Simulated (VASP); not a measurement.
**Cu: relaxation of cell and atoms with HSE06**

The system is Cu.

```xyz
1
Lattice="0.0000 1.8075 1.8075 1.8075 0.0000 1.8075 1.8075 1.8075 0.0000" Properties=species:S:1:pos:R:3 pbc="T T T"
Cu    0.0000    0.0000    0.0000
```

```json
{
  "Program": "VASP 6.6.1",
  "Task": "relaxation of cell and atoms",
  "Functional": "HSE06",
  "Potentials or basis": "VASP PAW PBE potentials, release 64 (Cu)",
  "Cutoff": "600 eV",
  "k mesh": "7 × 7 × 7",
  "Occupations": "fermi-dirac, width 0.05 eV",
  "Spin": "no spin polarisation",
  "Dipole correction": "no",
  "Grid for exact exchange (PRECFOCK)": "Normal",
  "Further INCAR settings": "ALGO = Normal; EDIFF = 1e-07; IBRION = 2; EDIFFG = -0.01; NSW = 60; ISIF = 3",
  "Share of exact exchange": "0.25",
  "Screening parameter": "0.2079 1/Å"
}
```

```
Relaxed volume                        : 12.01 Å³/atom
Relaxed cell                          : a = 2.570 Å, b = 2.570 Å, c = 2.570 Å, α = 60.00°, β = 60.00°, γ = 60.00°
Space group after relaxing (to 0.1 Å) : Fm-3m (No. 225)
Energy gained by relaxing             : 1.3 meV/atom
Ionic steps                           : 3
Pressure after relaxing               : 0.0 GPa
Band gap on the k mesh                : zero (an odd number of electrons rules out a gap without spin polarisation)
```

Step by step:
| step | energy change (eV) | largest force (eV/Å) | pressure (GPa) | volume (Å³) |
| --- | --- | --- | --- | --- |
| 1 | 0.0000 | 0.0000 | 2.10 | 11.81 |
| 2 | -0.0012 | 0.0000 | -0.78 | 12.08 |
| 3 | -0.0013 | 0.0000 | 0.04 | 12.01 |

Final structure:
```
Cu
1.0
     0.00000    1.81761    1.81761
     1.81761    0.00000    1.81761
     1.81761    1.81761    0.00000
Cu
1
Direct
  0.00000 0.00000 0.00000
```

Levels at points of the mesh, in eV from the Fermi level:
```tsv
k point	band 4	band 5	band 6	band 7	band 8	band 9
(0.00, 0.00, 0.00)	-4.80	-4.01	-4.01	23.24	26.13	26.13
```

Wall time 16 min on 1 thread of Intel(R) Xeon(R) 6975P-C (Granite Rapids) (shared host), peak memory 0.23 GiB.

Caveat: the k points lie up to 0.43 Å⁻¹ apart in the final cell, too coarse for converged energies and pressures of a metal; the PAW data sets were made with another functional, which shifts forces and pressure a little. Zero-point motion and thermal expansion aren't in these numbers.
